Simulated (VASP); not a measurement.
# BaTiO3 (P4mm) in VASP: dielectric tensor with PBE

Aim: the dielectric tensor of BaTiO3 with PBE.

All numbers are computed with VASP 6.6.1; they aren't measurements. Logs are shortened: lines on timing, memory, paths and dates and some standing lists are left out, and cuts for length are marked.

**1. The cell of the first run**

It takes space group P4mm (No. 99, tetragonal). The conventional cell has a = 3.972 Å, b = 3.972 Å, c = 4.112 Å, α = 90.00°, β = 90.00°, γ = 90.00°. Ba (site symmetry 4mm) has 12 O at 2.79 to 2.92 Å and 8 Ti at 3.44 to 3.53 Å within 3.7 Å. Within 2.4 Å of Ti (site symmetry 4mm) lie 6 O at 1.82 to 2.29 Å. Within 2.4 Å of O (site symmetry 4mm) lie 2 Ti at 1.82 to 2.29 Å. Within 2.6 Å of O (site symmetry 2mm) lie 2 Ti at 1.99 Å.

**2. Dielectric tensor, PBE**

Input file INCAR:

```
SYSTEM = BaTiO3
PREC = Accurate
ENCUT = 520
EDIFF = 1E-8
ISMEAR = 0
SIGMA = 0.01
LREAL = .FALSE.
LASPH = .TRUE.
NELM = 80
ALGO = Normal
ISIF = 2
LWAVE = .FALSE.
LCHARG = .FALSE.
GGA = PE
LEPSILON = .TRUE.
```

Input file KPOINTS:

```
regular mesh
0
G
  6 6 6
  0 0 0
```

Input file POSCAR:

```
BaTiO3
1.0
    3.9723669980      0.0000000000      0.0000000000
    0.0000000000      3.9723669980      0.0000000000
    0.0000000000      0.0000000000      4.1122280131
Ba Ti O
1 1 3
Direct
    0.0000000000      0.0000000000     -0.0043575938
    0.5000000000      0.5000000000      0.4775259965
    0.5000000000      0.5000000000      0.0345448926
    0.5000000000      0.0000000000      0.5176433524
    0.0000000000      0.5000000000      0.5176433524
```

Potentials or basis: VASP PAW PBE potentials, release 64 (Ba_sv, Ti_sv, O).

Started as:

```sh
> cat potpaw_PBE.64/Ba_sv/POTCAR potpaw_PBE.64/Ti_sv/POTCAR potpaw_PBE.64/O/POTCAR > POTCAR
> mpirun -np 1 vasp_std > vasp.out
```

OUTCAR:

```text
SYSTEM = BaTiO3
   PREC = Accurate
   ENCUT = 520
   EDIFF = 1E-8
   ISMEAR = 0
   LREAL = .FALSE.
   LASPH = .TRUE.
   NELM = 80
   ISIF = 2
   GGA = PE
   LEPSILON = .TRUE.

 ion  position               nearest neighbor table
   1  0.000  0.000  0.996-   4 2.79   5 2.79   5 2.79   4 2.79   3 2.81   3 2.81   3 2.81   3 2.81
                             4 2.92   5 2.92   5 2.92   4 2.92   2 3.44   2 3.44   2 3.44   2 3.44
   2  0.500  0.500  0.478-   3 1.82   4 1.99   5 1.99   4 1.99   5 1.99   3 2.29   1 3.44   1 3.44
                             1 3.44   1 3.44   1 3.53   1 3.53   1 3.53   1 3.53
   3  0.500  0.500  0.035-   2 1.82   2 2.29   1 2.81   1 2.81   1 2.81   1 2.81
   4  0.500  0.000  0.518-   2 1.99   2 1.99   1 2.79   1 2.79   1 2.92   1 2.92
   5  0.000  0.500  0.518-   2 1.99   2 1.99   1 2.79   1 2.79   1 2.92   1 2.92

  LATTYP: Found a simple tetragonal cell.
 ALAT       =     3.9723669980
 C/A-ratio  =     1.0352084828

  Lattice vectors:

 A1 = (   3.9723669980,   0.0000000000,   0.0000000000)
 A2 = (   0.0000000000,   3.9723669980,   0.0000000000)
 A3 = (   0.0000000000,   0.0000000000,   4.1122280131)

Analysis of symmetry for initial positions (statically):
=====================================================================
 Subroutine PRICEL returns:
 Original cell was already a primitive cell.

 Routine SETGRP: Setting up the symmetry group for a
 simple tetragonal supercell.

 Subroutine GETGRP returns: Found  8 space group operations
 (whereof  8 operations were pure point group operations)
 out of a pool of 16 trial point group operations.

The static configuration has the point symmetry C_4v.

Analysis of symmetry for dynamics (positions and initial velocities):
=====================================================================
 Subroutine PRICEL returns:
 Original cell was already a primitive cell.

 Routine SETGRP: Setting up the symmetry group for a
 simple tetragonal supercell.

 Subroutine GETGRP returns: Found  8 space group operations
 (whereof  8 operations were pure point group operations)
 out of a pool of 16 trial point group operations.

The dynamic configuration has the point symmetry C_4v.

 Subroutine INISYM returns: Found  8 space group operations
 (whereof  8 operations are pure point group operations),
 and found     1 'primitive' translations

----------------------------------------------------------------------------------------

                                     Primitive cell

  volume of cell :      64.8897

  direct lattice vectors                    reciprocal lattice vectors
     3.972366998  0.000000000  0.000000000     0.251739077  0.000000000  0.000000000
     0.000000000  3.972366998  0.000000000     0.000000000  0.251739077  0.000000000
     0.000000000  0.000000000  4.112228013     0.000000000  0.000000000  0.243177177

  length of vectors
     3.972366998  3.972366998  4.112228013     0.251739077  0.251739077  0.243177177

  position of ions in fractional coordinates (direct lattice)
     0.000000000  0.000000000  0.995642406
     0.500000000  0.500000000  0.477525996
     0.500000000  0.500000000  0.034544893
     0.500000000  0.000000000  0.517643352
     0.000000000  0.500000000  0.517643352

  ion indices of the primitive-cell ions
   primitive index   ion index
                 1           1
                 2           2
                 3           3
                 4           4
                 5           5

----------------------------------------------------------------------------------------

 KPOINTS: regular mesh

Automatic generation of k-mesh.
 Grid dimensions read from file:
 generate k-points for:    6    6    6

 Generating k-lattice:

  Cartesian coordinates                     Fractional coordinates (reciprocal lattice)
     0.041956513  0.000000000  0.000000000     0.166666667  0.000000000  0.000000000
     0.000000000  0.041956513  0.000000000     0.000000000  0.166666667  0.000000000
     0.000000000  0.000000000  0.040529530     0.000000000  0.000000000  0.166666667

  Length of vectors
     0.041956513  0.041956513  0.040529530

  Shift w.r.t. Gamma in fractional coordinates (k-lattice)
     0.000000000  0.000000000  0.000000000

 Subroutine IBZKPT returns following result:
 ===========================================

 Found     40 irreducible k-points:

 Following reciprocal coordinates:
            Coordinates               Weight
  0.000000  0.000000  0.000000      1.000000
  0.166667  0.000000  0.000000      4.000000
[... 44 lines left out ...]
   NSW    =      0    number of steps for IOM
   IBRION =     -1    ionic relax: 0-MD 1-quasi-New 2-CG
   NFREE  =      0    steps in history (QN), initial steepest desc. (CG)
   ISIF   =      2    stress and relaxation
   ISYM   =      2    0-nonsym 1-usesym 2-fastsym
   POTIM  = 0.5000    time-step for ionic-motion
   TEBEG  =    0.0;   TEEND  =   0.0 temperature during run
   PSTRESS=    0.0 pullay stress
   NELECT =      40.0000    total number of electrons
   NUPDOWN=      -1.0000    fix difference up-down
   EMIN   =  10.00;   EMAX   =-10.00  energy-range for DOS
   EFERMI =   0.00;   METHOD = LEGACY
   ISMEAR =     0;   SIGMA  =   0.01  broadening in eV -4-tet -1-fermi 0-gaus
   EFERMI_NEDOS =   21; number of points for ismear=-14 and -15
   IALGO  =     38    algorithm
   IMIX   =      4    mixing-type and parameters
     AMIX     =   0.40;   BMIX     =  1.00
     AMIX_MAG =   1.60;   BMIX_MAG =  1.00
  volume/ion in A,a.u.               =      12.98        87.58
  Fermi-wavevector in a.u.,A,eV,Ry     =   1.393273  2.632904 26.411757  1.941209
  Thomas-Fermi vector in A             =   2.516935
   LORBIT       =      0    0 simple, 1 ext, 2 COOP (PROOUT), +10 PAW based schemes
   GGA     = PE    functional components
   LHFCALC =     F    Hartree Fock is set to
   AEXX    =    0.0000 exact exchange contribution
   IVDW    =     0    specifies the selected vdW correction
   LEPSILON=     T    determine dielectric tensor
   LRPA    =     F    only Hartree local field effects (RPA)
 non-spin polarized calculation
 Gauss-broadening in eV      SIGMA  =   0.01
  energy-cutoff  :      520.00
  volume of cell :       64.89
 maximum number of plane-waves:      1779
 NGX is ok and might be reduce to    30
   NGX = 15   NGY = 15   NGZ = 15

--------------------------------------- Ionic step        1  -------------------------------------------

 number of electron      39.9999984 magnetization

 E-fermi :   4.0180     XC(G=0): -11.1786

 val. band max:        3.8994733019   @ k =   0.5000   0.5000   0.5000
 cond. band min:       5.7084471684   @ k =   0.0000   0.0000   0.0000
 fundamental gap:      1.8089738665
 Fermi energy:         4.0179574338

 k-point     1 :       0.0000    0.0000    0.0000
  band No.  band energies     occupation
      1     -52.6740      2.00000
      2     -28.9912      2.00000
      3     -28.8835      2.00000
      4     -28.8835      2.00000
      5     -21.1463      2.00000
      6     -13.1210      2.00000
[... 637 lines left out ...]
     23       7.6444      0.00000
     24       8.7558      0.00000

 [... further k-points ...]

  FORCE on cell =-STRESS in cart. coord.  units (eV):
  Direction    XX          YY          ZZ          XY          YZ          ZX
  --------------------------------------------------------------------------------------
  -------------------------------------------------------------------------------------
  Total        1.9577286      1.9577286      2.0383971      0.0000000     -0.0000000      0.0000000
  in kB       48.3378294     48.3378294     50.3295978      0.0000000     -0.0000000      0.0000000
  external PRESSURE =      49.0017522 kB  Pullay stress =       0.0000000 kB

 VOLUME and BASIS-vectors are now :
 -----------------------------------------------------------------------------
  energy-cutoff  :      520.00
  volume of cell :       64.89
      direct lattice vectors                 reciprocal lattice vectors
     3.972366998  0.000000000  0.000000000     0.251739077  0.000000000  0.000000000
     0.000000000  3.972366998  0.000000000     0.000000000  0.251739077  0.000000000
     0.000000000  0.000000000  4.112228013     0.000000000  0.000000000  0.243177177

 POSITION                                       TOTAL-FORCE (eV/Angst)
 -----------------------------------------------------------------------------------
      0.00000      0.00000      4.09431        -0.000000     -0.000000      0.018537
      1.98618      1.98618      1.96370        -0.000000      0.000000      0.132713
      1.98618      1.98618      0.14206        -0.000000     -0.000000     -0.199921
      1.98618      0.00000      2.12867        -0.000000     -0.000000      0.024335
      0.00000      1.98618      2.12867         0.000000     -0.000000      0.024335
 -----------------------------------------------------------------------------------
    total drift:                                0.000000      0.000000     -0.000293

  FREE ENERGIE OF THE ION-ELECTRON SYSTEM (eV)
  ---------------------------------------------------
  free  energy   TOTEN  =       -40.0082117928 eV

  energy  without entropy=      -40.0082117928  energy(sigma->0) =      -40.00821179

 HEAD OF MICROSCOPIC STATIC DIELECTRIC TENSOR (INDEPENDENT PARTICLE, excluding Hartree and local field effects)
 ------------------------------------------------------
           6.443569     0.000000     0.000000
           0.000000     6.443569     0.000000
           0.000000     0.000000     5.979808
 ------------------------------------------------------

 Free energy of the ion-electron system (eV)
  ---------------------------------------------------
  ---------------------------------------------------
  free energy    TOTEN  =        -1.00703648 eV

  energy without entropy =       -1.00703648

------------------------ aborting loop because EDIFF is reached ----------------------------------------

--------------------------------------- Ionic step        2  -------------------------------------------

------------------------ aborting loop because EDIFF is reached ----------------------------------------

--------------------------------------- Ionic step        3  -------------------------------------------

 Free energy of the ion-electron system (eV)
  ---------------------------------------------------
  ---------------------------------------------------
  free energy    TOTEN  =        -0.84690455 eV

  energy without entropy =       -0.84690455

------------------------ aborting loop because EDIFF is reached ----------------------------------------

 PIEZOELECTRIC TENSOR FIELD DIRECTION 3  (e Angst)
 -----------------------------------------------------------------------------
    -0.80095  0.00000  0.00000           (  0.12706  0.00000  0.00000)
     0.00000 -0.80095  0.00000           (  0.00000  0.12706  0.00000)
     0.00000 -0.00000 -0.48950           (  0.00000  0.00000 -1.13107)

 PIEZOELECTRIC TENSOR FIELD DIRECTION 3  (C/m^2)
 -----------------------------------------------------------------------------
    -0.19776  0.00000  0.00000
     0.00000 -0.19776  0.00000
     0.00000 -0.00000 -0.12086

 MACROSCOPIC STATIC DIELECTRIC TENSOR (including local field effects in DFT)
 ------------------------------------------------------
           6.288939     0.000000     0.000000
           0.000000     6.288939     0.000000
           0.000000     0.000000     5.409892
 ------------------------------------------------------

 PIEZOELECTRIC TENSOR (including local field effects)  for field in x, y, z        (e  Angst)
          XX          YY          ZZ          XY          YZ          ZX
  --------------------------------------------------------------------------------
  x    -0.00000     0.00000     0.00000     0.00000     0.00000    -0.47814
  y     0.00000    -0.00000     0.00000     0.00000    -0.47814     0.00000
  z    -0.80095    -0.80095    -0.48950     0.00000     0.00000     0.00000

 PIEZOELECTRIC TENSOR (including local field effects)  for field in x, y, z        (C/m^2)
          XX          YY          ZZ          XY          YZ          ZX
  --------------------------------------------------------------------------------
  x    -0.00000     0.00000     0.00000     0.00000     0.00000    -0.11806
  y     0.00000    -0.00000     0.00000     0.00000    -0.11806     0.00000
  z    -0.19776    -0.19776    -0.12086     0.00000     0.00000     0.00000

 BORN EFFECTIVE CHARGES (including local field effects) (in |e|, cummulative output)
 ---------------------------------------------------------------------------------
 ion    1
    1     2.71837     0.00000     0.00000
    2     0.00000     2.71837    -0.00000
    3     0.00000     0.00000     2.86640
 ion    2
    1     6.97819     0.00000     0.00000
    2     0.00000     6.97819     0.00000
    3     0.00000     0.00000     5.30104
 ion    3
    1    -1.96397     0.00000     0.00000
    2     0.00000    -1.96397     0.00000
    3     0.00000     0.00000    -4.36250
 ion    4
    1    -2.12829     0.00000     0.00000
    2     0.00000    -5.60430    -0.00000
    3     0.00000     0.00000    -1.90247
 ion    5
    1    -5.60430     0.00000     0.00000
    2     0.00000    -2.12829     0.00000
    3     0.00000     0.00000    -1.90247
```

Wall time 55 min (1 thread of AMD EPYC 7R13, shared host); peak memory 0.48 GiB.

What came out:

- Band gap on the k mesh: 1.81 eV (least direct gap 2.30 eV)
- Electronic dielectric tensor (diagonal): 6.29, 6.29, 5.41
- Born charges (mean of the diagonal): Ba +2.77; Ti +6.42; O -2.76, -3.21 (each value once) e

Electronic dielectric tensor:
```
6.29 0.00 0.00
0.00 6.29 0.00
0.00 0.00 5.41
```

Born effective charge tensors (e):
atom 1, Ba
```
2.72 0.00 0.00
0.00 2.72 0.00
0.00 0.00 2.87
```
atom 2, Ti
```
6.98 0.00 0.00
0.00 6.98 0.00
0.00 0.00 5.30
```
atom 3, O
```
-1.96  0.00  0.00
 0.00 -1.96  0.00
 0.00  0.00 -4.36
```
atom 4, O
```
-2.13  0.00  0.00
 0.00 -5.60  0.00
 0.00  0.00 -1.90
```
atom 5, O
```
-5.60  0.00  0.00
 0.00 -2.13  0.00
 0.00  0.00 -1.90
```

Caveat: spin-orbit coupling is left out, which moves the levels of the heavy elements. A k mesh can miss the band edges.
